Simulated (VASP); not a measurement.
Here is a VASP 6.6.1 calculation.

INCAR

```
SYSTEM = Si2Ni
PREC = Accurate ; ENCUT = 520
EDIFF = 1E-6 ; ISMEAR = 0
SIGMA = 0.15 ; LREAL = .FALSE.
LASPH = .TRUE. ; NELM = 150
ALGO = Normal ; ISIF = 2
LWAVE = .FALSE. ; LCHARG = .TRUE.
ISPIN = 2 ; MAGMOM = 0 0 0.625
LORBIT = 11 ; NUPDOWN = 0.625
LMAXMIX = 4 ; LELF = .TRUE.
LVHAR = .TRUE. ; NBANDS = 20
```

File KPOINTS:

```
Automatic mesh
0
G
  14 14 14
  0 0 0
```

POSCAR

```
Si2Ni
1.0
    0.0000000000      2.6754800491      2.6754800491
    2.6754800491      0.0000000000      2.6754800491
    2.6754800491      2.6754800491      0.0000000000
Si Ni
2 1
Direct
    0.2500000000      0.2500000000      0.2500000000
    0.7500000000      0.7500000000      0.7500000000
    0.0000000000      0.0000000000      0.0000000000
```

Potentials or basis: VASP PAW LDA potentials, release 64 (Si, Ni).

Run with:

```console
$ cat potpaw_LDA.64/Si/POTCAR potpaw_LDA.64/Ni/POTCAR > POTCAR
$ mpirun -np 1 vasp_std > vasp.out
```

Q: Predict the pressure.

A: 2.2 GPa.

Caveat: the total moment is fixed, so each spin has its own Fermi level.
